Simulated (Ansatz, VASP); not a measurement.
Two plane-wave programs on BaO

```
Ba O
1.0
     0.00000    2.77211    2.75825
     2.77211    0.00000    2.75825
     2.77211    2.77211    0.00000
Ba O
1 1
Direct
  0.00000 0.00000 0.00000
  0.50000 0.50000 0.50000
```

Change from the starting cell: z stretched by -0.5 %, x and y held, PAW files.

Alike in both runs: task single point; functional r2SCAN; k mesh 8 × 8 × 8; no spin polarisation.

```csv
,VASP,Ansatz
version,VASP 6.6.1,Ansatz 0.2.0
potentials or method,"VASP PAW PBE potentials, release 64 (Ba_sv, O)","PAW with Ansatz's default frozen-core files, scalar-relativistic"
plane-wave cutoff (eV),660,500
occupations,"gaussian, width 0.01 eV",fixed
valence electrons in the cell,16,16
```

Ansatz gave:

```
gap on the k mesh at the Fermi level (eV)                     : 2.33
pressure (GPa)                                                : 0.4
traceless stress, the component that is largest in VASP (GPa) : 0.29
```

**Question.** Which values does VASP return?

**Answer.** gap on the k mesh at the Fermi level (eV): 2.27; pressure (GPa): 2.0; traceless stress, the component that is largest in VASP (GPa): 0.37.

VASP's potentials were made for PBE, not for r2SCAN.

Neither program's run includes spin-orbit coupling.
